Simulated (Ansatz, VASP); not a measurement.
## One calculation of SiC, two programs

```
CELL_PARAMETERS angstrom
5.32213 0.00000 0.00000
0.00000 5.32213 0.00000
0.00000 0.00000 3.09312
ATOMIC_POSITIONS crystal
Si 0.67559 0.67559 0.00000
Si 0.82441 0.17559 0.50000
Si 0.32441 0.32441 0.00000
Si 0.17559 0.82441 0.50000
C 0.81542 0.81542 0.50000
C 0.68458 0.31542 0.00000
C 0.18458 0.18458 0.50000
C 0.31542 0.68458 0.00000
```

Alike in both runs: functional PBE; k mesh 4 × 4 × 6; occupations gaussian, width 0.1 eV; no spin polarisation.

Ansatz relaxed the structure, and its values are those at the end. VASP's run is a single point on that final structure, the one shown.

|  | VASP | Ansatz |
| --- | --- | --- |
| version | VASP 6.6.1 | Ansatz 0.2.0 |
| potentials or method | VASP PAW PBE potentials, release 64 (Si, C), cutoff 520 eV | scalar-relativistic, plane waves, PAW |
| valence electrons in the cell | 32 | 32 |

VASP gave:

- gap on the k mesh at the Fermi level (eV): 2.17
- least direct gap on the mesh (eV): 2.87
- pressure (GPa): 0.0
- rms of the force components (eV/Å): 0.005

Which values does Ansatz return?

gap on the k mesh at the Fermi level (eV): 2.17; least direct gap on the mesh (eV): 2.88; pressure (GPa): 0.0; rms of the force components (eV/Å): 0.004.
